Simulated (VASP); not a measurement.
Wanted: the native input for a VASP 6.6.1 run.

```
Task                   : relaxation of cell and atoms
Functional             : PBEsol
Potentials or basis    : VASP PAW PBE potentials, release 64 (Ru_pv)
Cutoff                 : 600 eV
k mesh                 : 19 × 19 × 19
Occupations            : fermi-dirac, width 0.1 eV
Spin                   : no spin polarisation
Dipole correction      : no
Further INCAR settings : ALGO = Normal; EDIFF = 1e-07; IBRION = 2; EDIFFG = -0.005; NSW = 60; ISIF = 3
```

The structure of Ru lies in POSCAR:

```
Ru
1.0
   -1.4933408513      1.4933408513      1.4933408513
    1.4933408513     -1.4933408513      1.4933408513
    1.4933408513      1.4933408513     -1.4933408513
Ru
1
Direct
    0.0000000000      0.0000000000      0.0000000000
```

The input as run:

INCAR

```
PREC     = Accurate       # precision mode
ENCUT    = 600            # plane-wave cutoff, eV
EDIFF    = 1E-7           # SCF threshold, eV
ISMEAR   = -1             # smearing method
SIGMA    = 0.1            # smearing width, eV
LREAL    = F              # projectors in reciprocal space
LASPH    = T              # aspherical terms in the spheres
NELM     = 80             # most SCF steps
ALGO     = Normal         # electronic algorithm
ISIF     = 3              # what is computed and relaxed
LWAVE    = F              # write WAVECAR
LCHARG   = F              # write CHGCAR
GGA      = PS             # functional
IBRION   = 2              # ionic algorithm
NSW      = 60             # ionic steps
EDIFFG   = -0.005         # ionic threshold
```

KPOINTS

```
Automatic mesh
0
Gamma
  19 19 19
```

Potentials or basis: VASP PAW PBE potentials, release 64 (Ru_pv).

Launch:

```sh
$ cat potpaw_PBE.64/Ru_pv/POTCAR > POTCAR
$ mpirun -np 1 vasp_std > vasp.out
```

Results of the run:

```
Relaxed volume                         : 13.77 Å³/atom
Relaxed cell                           : a = 2.615 Å, b = 2.615 Å, c = 2.615 Å, α = 109.47°, β = 109.47°, γ = 109.47°
Space group after relaxing (to 0.05 Å) : Im-3m (No. 229)
Energy gained by relaxing              : 14.8 meV/atom
Ionic steps                            : 4
Pressure after relaxing                : 0.0 GPa
Band gap on the k mesh                 : zero (band 7 reaches 14.38 eV, above the bottom of band 8 at 10.65 eV)
```

Caveat: the PAW data sets were made with another functional, which shifts forces and pressure a little.

It took 51 s on 1 thread of Intel(R) Xeon(R) Platinum 8488C (Sapphire Rapids), with other jobs on the host, peak memory 0.18 GiB.
